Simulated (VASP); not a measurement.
HgTe, 2 atoms in the cell. Symmetry: F-43m, No. 216, cubic system. The conventional cell has a = 6.472 Å, b = 6.472 Å, c = 6.472 Å, α = 90.00°, β = 90.00°, γ = 90.00°. Within 3.7 Å of Hg (site symmetry -43m) lie 4 Te at 2.80 Å. Te (site symmetry -43m) has 4 Hg at 2.80 Å within 3.7 Å. 

```yaml
Program: VASP 6.6.1
Task: single point
Functional: b88 exchange, pbe correlation
Potentials_or_basis: VASP PAW PBE potentials, release 64 (Hg, Te)
Cutoff: 500 eV
k_mesh: 7 × 7 × 7
Occupations: fermi-dirac, width 0.05 eV
Spin: no spin polarisation
Dipole_correction: no
Further_INCAR_settings: ALGO = Normal; EDIFF = 1e-06; NBANDS = 16
```

Potentials or basis: VASP PAW PBE potentials, release 64 (Hg, Te).

Launch:

```bash
$ cat potpaw_PBE.64/Hg/POTCAR potpaw_PBE.64/Te/POTCAR > POTCAR
$ mpirun -np 1 vasp_std > vasp.out
```

Hardware: 1 thread of Intel(R) Xeon(R) Platinum 8259CL CPU @ 2.50GHz (Skylake/Cascade Lake) (shared host).

Q: Estimate the wall time of this run.

A: Wall time 25 s on 1 thread of Intel(R) Xeon(R) Platinum 8259CL CPU @ 2.50GHz (Skylake/Cascade Lake), with other jobs on the host, peak memory 0.21 GiB. Counts: scf iterations 13, k points 20.
